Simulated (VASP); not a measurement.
**Sc: single point with PBEsol**

The system is Sc.

```xyz
4
Lattice="4.7300 0.0000 0.0000 0.0000 4.7300 0.0000 0.0000 0.0000 3.1800" Properties=species:S:1:pos:R:3 pbc="T T T"
Sc    0.0000    0.0000    0.0000
Sc    2.3650    2.3650    0.0000
Sc    0.0000    2.3650    1.9875
Sc    2.3650    0.0000    1.1925
```

```
Program                : VASP 6.6.1
Task                   : single point
Functional             : PBEsol
Potentials or basis    : VASP PAW PBE potentials, release 64 (Sc_sv)
Cutoff                 : 520 eV
k mesh                 : 6 × 6 × 8
Occupations            : methfessel-paxton, width 0.1 eV
Spin                   : no spin polarisation
Dipole correction      : no
Further INCAR settings : ALGO = Normal; EDIFF = 1e-06; NBANDS = 30
```

* Pressure: 20.9 GPa
* Largest force: 0.835 eV/Å
* Band gap on the k mesh: zero (band 22 reaches 6.77 eV, above the bottom of band 23 at 5.52 eV)

Forces on the atoms (eV/Å):
```
Sc   0.000  0.000  0.000
Sc   0.000  0.000  0.000
Sc   0.000  0.000 -0.835
Sc   0.000  0.000  0.835
```

Stress tensor (GPa, compression positive):
```
23.21  0.00  0.00
 0.00 23.21  0.00
 0.00  0.00 16.18
```

Levels at points of the mesh, in eV from the Fermi level:
| k point | band 18 | band 19 | band 20 | band 21 | band 22 | band 23 | band 24 | band 25 | band 26 | band 27 |
| --- | --- | --- | --- | --- | --- | --- | --- | --- | --- | --- |
| (0.00, 0.00, 0.00) | -2.34 | -2.08 | -1.98 | -1.40 | 1.06 | 1.16 | 1.16 | 1.41 | 1.41 | 2.24 |
| (0.50, 0.00, 0.00) | -3.63 | -1.16 | -1.16 | -0.98 | -0.98 | 0.62 | 0.62 | 1.58 | 1.58 | 1.72 |
| (0.50, 0.50, 0.00) | -2.33 | -2.26 | -2.26 | -0.19 | -0.19 | 0.28 | 0.28 | 1.47 | 1.47 | 1.57 |
| (0.00, 0.00, 0.50) | -1.87 | -0.53 | -0.53 | -0.28 | 0.02 | 0.02 | 0.11 | 0.23 | 0.85 | 2.06 |
| (0.50, 0.00, 0.50) | -1.76 | -1.10 | -1.10 | -1.00 | -1.00 | 0.65 | 0.65 | 0.75 | 0.75 | 0.80 |
| (0.50, 0.50, 0.50) | -2.26 | -2.13 | -2.13 | -0.62 | -0.62 | -0.05 | -0.05 | 1.79 | 1.79 | 2.16 |

Run time: 61 s on 1 thread of Oxide Virtual Turin-like Processor, on a shared host, peak memory 0.19 GiB.

Caveat: the PAW data sets were made with another functional, which shifts forces and pressure a little.
